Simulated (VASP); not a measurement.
# YGa3Te (P4mm) in VASP: single point with PBE

Aim: the single point of YGa3Te with PBE.

All numbers are computed with VASP 6.6.1; they aren't measurements. Logs are shortened: lines on timing, memory, paths and dates and some standing lists are left out, and cuts for length are marked.

## Step 1: The cell of the first run

It takes space group P4mm (No. 99, tetragonal). The conventional cell has a = 4.569 Å, b = 4.569 Å, c = 4.626 Å, α = 90.00°, β = 90.00°, γ = 90.00°. Within 4.2 Å of Y (site symmetry 4mm) lie 12 Ga at 3.20 to 3.30 Å and 8 Te at 3.93 to 4.01 Å. Ga (site symmetry 4mm) has 2 Te at 2.13 to 2.50 Å within 2.8 Å. Ga (site symmetry 2mm) has 2 Te at 2.29 Å within 3.0 Å. Te (site symmetry 4mm) has 6 Ga at 2.13 to 2.50 Å within 2.8 Å.

## Step 2: Single point, PBE

INCAR reads:

```
PREC = Accurate
ENCUT = 520
EDIFF = 1E-6
ISMEAR = 0
SIGMA = 0.1
LREAL = False
LASPH = True
NELM = 60
ALGO = Fast
ISIF = 2
LWAVE = False
LCHARG = True
GGA = PE
LELF = True
LVHAR = True
NBANDS = 36
```

KPOINTS reads:

```
Automatic mesh
0
Gamma
  4 4 4
```

POSCAR reads:

```
YGa3Te
1.0
    4.5686052529      0.0000000000      0.0000000000
    0.0000000000      4.5686052529      0.0000000000
    0.0000000000      0.0000000000      4.6258559453
Y Ga Te
1 3 1
Direct
    0.0000000000      0.0000000000      0.0000000000
    0.5000000000      0.5000000000      0.9750000000
    0.0000000000      0.5000000000      0.4850000000
    0.5000000000      0.0000000000      0.4850000000
    0.5000000000      0.5000000000      0.5150000000
```

Potentials or basis: VASP PAW PBE potentials, release 64 (Y_sv, Ga_d, Te).

On the command line:

```
$ cat potpaw_PBE.64/Y_sv/POTCAR potpaw_PBE.64/Ga_d/POTCAR potpaw_PBE.64/Te/POTCAR > POTCAR
$ mpirun -np 1 vasp_std > vasp.out
```

OUTCAR:

```text
PREC = Accurate
   ENCUT = 520
   EDIFF = 1E-6
   ISMEAR = 0
   LREAL = False
   LASPH = True
   NELM = 60
   ISIF = 2
   GGA = PE

 ion  position               nearest neighbor table
   1  0.000  0.000  0.000-   3 3.20   4 3.20   3 3.20   4 3.20   2 3.23   2 3.23   2 3.23   2 3.23
                             3 3.30   4 3.30   4 3.30   3 3.30   5 3.93   5 3.93   5 3.93   5 3.93
   2  0.500  0.500  0.975-   5 2.13   5 2.50   1 3.23   1 3.23   1 3.23   1 3.23
   3  0.000  0.500  0.485-   5 2.29   5 2.29   1 3.20   1 3.20   1 3.30   1 3.30
   4  0.500  0.000  0.485-   5 2.29   5 2.29   1 3.20   1 3.20   1 3.30   1 3.30
   5  0.500  0.500  0.515-   2 2.13   3 2.29   4 2.29   4 2.29   3 2.29   2 2.50   1 3.93   1 3.93
                             1 3.93   1 3.93   1 4.01   1 4.01   1 4.01   1 4.01

  LATTYP: Found a simple tetragonal cell.
 ALAT       =     4.5686052529
 C/A-ratio  =     1.0125313283

  Lattice vectors:

 A1 = (   4.5686052529,   0.0000000000,   0.0000000000)
 A2 = (   0.0000000000,   4.5686052529,   0.0000000000)
 A3 = (   0.0000000000,   0.0000000000,   4.6258559453)

Analysis of symmetry for initial positions (statically):
=====================================================================
 Subroutine PRICEL returns:
 Original cell was already a primitive cell.

 Routine SETGRP: Setting up the symmetry group for a
 simple tetragonal supercell.

 Subroutine GETGRP returns: Found  8 space group operations
 (whereof  8 operations were pure point group operations)
 out of a pool of 16 trial point group operations.

The static configuration has the point symmetry C_4v.

Analysis of symmetry for dynamics (positions and initial velocities):
=====================================================================
 Subroutine PRICEL returns:
 Original cell was already a primitive cell.

 Routine SETGRP: Setting up the symmetry group for a
 simple tetragonal supercell.

 Subroutine GETGRP returns: Found  8 space group operations
 (whereof  8 operations were pure point group operations)
 out of a pool of 16 trial point group operations.

The dynamic configuration has the point symmetry C_4v.

 Subroutine INISYM returns: Found  8 space group operations
 (whereof  8 operations are pure point group operations),
 and found     1 'primitive' translations

----------------------------------------------------------------------------------------

                                     Primitive cell

  volume of cell :      96.5516

  direct lattice vectors                    reciprocal lattice vectors
     4.568605253  0.000000000  0.000000000     0.218885184  0.000000000  0.000000000
     0.000000000  4.568605253  0.000000000     0.000000000  0.218885184  0.000000000
     0.000000000  0.000000000  4.625855945     0.000000000  0.000000000  0.216176209

  length of vectors
     4.568605253  4.568605253  4.625855945     0.218885184  0.218885184  0.216176209

  position of ions in fractional coordinates (direct lattice)
     0.000000000  0.000000000  0.000000000
     0.500000000  0.500000000  0.975000000
     0.000000000  0.500000000  0.485000000
     0.500000000  0.000000000  0.485000000
     0.500000000  0.500000000  0.515000000

  ion indices of the primitive-cell ions
   primitive index   ion index
                 1           1
                 2           2
                 3           3
                 4           4
                 5           5

----------------------------------------------------------------------------------------

 KPOINTS: Automatic mesh

Automatic generation of k-mesh.
 Grid dimensions read from file:
 generate k-points for:    4    4    4

 Generating k-lattice:

  Cartesian coordinates                     Fractional coordinates (reciprocal lattice)
     0.054721296  0.000000000  0.000000000     0.250000000  0.000000000  0.000000000
     0.000000000  0.054721296  0.000000000     0.000000000  0.250000000  0.000000000
     0.000000000  0.000000000  0.054044052     0.000000000  0.000000000  0.250000000

  Length of vectors
     0.054721296  0.054721296  0.054044052

  Shift w.r.t. Gamma in fractional coordinates (k-lattice)
     0.000000000  0.000000000  0.000000000

 Subroutine IBZKPT returns following result:
 ===========================================

 Found     18 irreducible k-points:

 Following reciprocal coordinates:
            Coordinates               Weight
  0.000000  0.000000  0.000000      1.000000
  0.250000  0.000000  0.000000      4.000000
  0.500000  0.000000  0.000000      2.000000
  0.250000  0.250000  0.000000      4.000000
  0.500000  0.250000  0.000000      4.000000
  0.500000  0.500000  0.000000      1.000000
[... 10 lines left out ...]
  0.500000  0.250000  0.500000      4.000000
  0.500000  0.500000  0.500000      1.000000
   k-points           NKPTS =     18   k-points in BZ     NKDIM =     18   number of bands    NBANDS=     36
   number of dos      NEDOS =    301   number of ions     NIONS =      5
   total plane-waves  NPLWV =  46656
   dimension x,y,z NGX =    36 NGY =   36 NGZ =   36
   dimension x,y,z NGXF=    72 NGYF=   72 NGZF=   72
   ions per type =               1   3   1
   NGX,Y,Z   is equivalent  to a cutoff of  13.10, 13.10, 12.94 a.u.
   NGXF,Y,Z  is equivalent  to a cutoff of  26.20, 26.20, 25.88 a.u.
 SYSTEM =  unknown system
   PREC   = accura    normal or accurate (medium, high low for compatibility)
   ISTART =      0    job   : 0-new  1-cont  2-samecut
   ICHARG =      2    charge: 1-file 2-atom 10-const
   ISPIN  =      1    spin polarized calculation?
   LNONCOLLINEAR =      F non collinear calculations
   LSORBIT =      F    spin-orbit coupling
   LASPH  =      T    aspherical Exc in radial PAW
   ENCUT  =  520.0 eV  38.22 Ry    6.18 a.u.   8.49  8.49  8.60*2*pi/ulx,y,z
   NELM   =     60;   NELMIN=  2; NELMDL= -5     # of ELM steps
   EDIFF  = 0.1E-05   stopping-criterion for ELM
   LREAL  =      F    real-space projection
   EDIFFG = 0.1E-04   stopping-criterion for IOM
   NSW    =      0    number of steps for IOM
   IBRION =     -1    ionic relax: 0-MD 1-quasi-New 2-CG
   NFREE  =      0    steps in history (QN), initial steepest desc. (CG)
   ISIF   =      2    stress and relaxation
   ISYM   =      2    0-nonsym 1-usesym 2-fastsym
   POTIM  = 0.5000    time-step for ionic-motion
   TEBEG  =    0.0;   TEEND  =   0.0 temperature during run
   PSTRESS=    0.0 pullay stress
   NELECT =      56.0000    total number of electrons
   NUPDOWN=      -1.0000    fix difference up-down
   EMIN   =  10.00;   EMAX   =-10.00  energy-range for DOS
   EFERMI =   0.00;   METHOD = LEGACY
   ISMEAR =     0;   SIGMA  =   0.10  broadening in eV -4-tet -1-fermi 0-gaus
   EFERMI_NEDOS =   21; number of points for ismear=-14 and -15
   IALGO  =     68    algorithm
   IMIX   =      4    mixing-type and parameters
     AMIX     =   0.40;   BMIX     =  1.00
     AMIX_MAG =   1.60;   BMIX_MAG =  1.00
  volume/ion in A,a.u.               =      19.31       130.31
  Fermi-wavevector in a.u.,A,eV,Ry     =   1.365267  2.579981 25.360648  1.863955
  Thomas-Fermi vector in A             =   2.491511
   LORBIT       =      0    0 simple, 1 ext, 2 COOP (PROOUT), +10 PAW based schemes
   GGA     = PE    functional components
   LHFCALC =     F    Hartree Fock is set to
   AEXX    =    0.0000 exact exchange contribution
   IVDW    =     0    specifies the selected vdW correction
   LEPSILON=     F    determine dielectric tensor
   LRPA    =     F    only Hartree local field effects (RPA)
 non-spin polarized calculation
 RMM-DIIS sequential band-by-band and
 Gauss-broadening in eV      SIGMA  =   0.10
  energy-cutoff  :      520.00
  volume of cell :       96.55
 maximum number of plane-waves:      2624
 NGX is ok and might be reduce to    36
   NGX = 17   NGY = 17   NGZ = 17

 number of electron      56.0000035 magnetization

 Free energy of the ion-electron system (eV)
  ---------------------------------------------------
  ext. energy  EPLUGINS =         0.00000000
  ---------------------------------------------------
  free energy    TOTEN  =       -10.88336330 eV

  energy without entropy =      -10.87539047  energy(sigma->0) =      -10.87937688

 E-fermi :   7.4321     XC(G=0): -11.1239

 val. band max:        7.4272219428   @ k =   0.0000   0.0000   0.5000
 cond. band min:       7.4554400738   @ k =   0.5000   0.0000   0.0000
 fundamental gap:      0.0282181310
 Fermi energy:         7.4320680403

 k-point     1 :       0.0000    0.0000    0.0000
  band No.  band energies     occupation
      1     -35.5215      2.00000
      2     -15.5075      2.00000
      3     -15.4995      2.00000
      4     -15.4995      2.00000
      5      -9.9051      2.00000
      6      -7.9932      2.00000
[... 28 lines left out ...]
     35      10.0516      0.00000
     36      10.0592      0.00000

 k-point     2 :       0.2500    0.0000    0.0000
  band No.  band energies     occupation
      1     -35.5210      2.00000
      2     -15.5183      2.00000
      3     -15.5065      2.00000
      4     -15.4986      2.00000
      5      -9.7154      2.00000
      6      -8.0352      2.00000
[... 28 lines left out ...]
     35      11.9312      0.00000
     36      11.9376      0.00000

 k-point     3 :       0.5000    0.0000    0.0000
  band No.  band energies     occupation
      1     -35.5206      2.00000
      2     -15.5370      2.00000
      3     -15.5056      2.00000
      4     -15.4978      2.00000
      5      -9.4797      2.00000
      6      -8.1505      2.00000
[... 28 lines left out ...]
     35      12.4820      0.00000
     36      12.7162      0.00000

 k-point     4 :       0.2500    0.2500    0.0000
  band No.  band energies     occupation
      1     -35.5206      2.00000
      2     -15.5175      2.00000
      3     -15.5142      2.00000
      4     -15.5056      2.00000
      5      -9.5226      2.00000
      6      -8.0504      2.00000
[... 28 lines left out ...]
     35      12.2505      0.00000
     36      12.4436      0.00000

 k-point     5 :       0.5000    0.2500    0.0000
  band No.  band energies     occupation
      1     -35.5202      2.00000
      2     -15.5329      2.00000
      3     -15.5134      2.00000
      4     -15.5047      2.00000
      5      -9.2766      2.00000
      6      -8.1672      2.00000
[... 421 lines left out ...]
 k-point    16 :       0.2500    0.2500    0.5000
  band No.  band energies     occupation
      1     -35.5199      2.00000
      2     -15.5336      2.00000
      3     -15.5131      2.00000
      4     -15.5106      2.00000
      5      -9.0699      2.00000
      6      -8.2827      2.00000
[... 28 lines left out ...]
     35      11.9389      0.00000
     36      12.9386      0.00000

 k-point    17 :       0.5000    0.2500    0.5000
  band No.  band energies     occupation
      1     -35.5195      2.00000
      2     -15.5300      2.00000
      3     -15.5263      2.00000
      4     -15.5098      2.00000
      5      -8.7821      2.00000
      6      -8.2529      2.00000
[... 28 lines left out ...]
     35      11.6383      0.00000
     36      11.6694      0.00000

 k-point    18 :       0.5000    0.5000    0.5000
  band No.  band energies     occupation
      1     -35.5191      2.00000
      2     -15.5268      2.00000
      3     -15.5230      2.00000
      4     -15.5230      2.00000
      5      -8.5310      2.00000
      6      -8.2309      2.00000
[... 28 lines left out ...]
     35      13.0919      0.00000
     36      13.0997      0.00000

------------------------ aborting loop because EDIFF is reached ----------------------------------------

  FORCE on cell =-STRESS in cart. coord.  units (eV):
  Direction    XX          YY          ZZ          XY          YZ          ZX
  --------------------------------------------------------------------------------------
  -------------------------------------------------------------------------------------
  Total       27.1386694     27.1386694     28.2104723      0.0000000      0.0000000      0.0000000
  in kB      450.3392078    450.3392078    468.1247096      0.0000000      0.0000000      0.0000000
  external PRESSURE =     456.2677084 kB  Pullay stress =       0.0000000 kB

 VOLUME and BASIS-vectors are now :
 -----------------------------------------------------------------------------
  energy-cutoff  :      520.00
  volume of cell :       96.55
      direct lattice vectors                 reciprocal lattice vectors
     4.568605253  0.000000000  0.000000000     0.218885184  0.000000000  0.000000000
     0.000000000  4.568605253  0.000000000     0.000000000  0.218885184  0.000000000
     0.000000000  0.000000000  4.625855945     0.000000000  0.000000000  0.216176209

 POSITION                                       TOTAL-FORCE (eV/Angst)
 -----------------------------------------------------------------------------------
      0.00000      0.00000      0.00000        -0.000000      0.000000     -0.254435
      2.28430      2.28430      4.51021        -0.000000     -0.000000      7.234117
      0.00000      2.28430      2.24354         0.000000     -0.000000     -0.689427
      2.28430      0.00000      2.24354        -0.000000      0.000000     -0.689427
      2.28430      2.28430      2.38232        -0.000000      0.000000     -5.600827
 -----------------------------------------------------------------------------------
    total drift:                                0.000000      0.000000     -0.000149

  FREE ENERGIE OF THE ION-ELECTRON SYSTEM (eV)
  ---------------------------------------------------
  free  energy   TOTEN  =       -10.8833633018 eV

  energy  without entropy=      -10.8753904671  energy(sigma->0) =      -10.87937688
```

It took 3.1 min on 1 thread of AMD EPYC 7R43 (Zen 3), shared host; peak memory 0.24 GiB.

What came out:

| Quantity | Value |
| --- | --- |
| Free energy | -10.8834 eV |
| Pressure | 45.6 GPa |
| Largest force | 7.234 eV/Å |
| Band gap on the k mesh | zero (band 28 reaches 9.43 eV, above the bottom of band 29 at 6.87 eV) |

Forces on the atoms (eV/Å):
```
Y    0.000  0.000 -0.254
Ga   0.000  0.000  7.234
Ga   0.000  0.000 -0.689
Ga   0.000  0.000 -0.689
Te   0.000  0.000 -5.601
```

Stress tensor (GPa, compression positive):
```
45.03  0.00  0.00
 0.00 45.03  0.00
 0.00  0.00 46.81
```

Caveat: spin-orbit coupling is left out, which moves the levels of the heavy elements; forces of over 1 eV/Å act on the atoms, so gaps and moduli don't describe the material at rest.
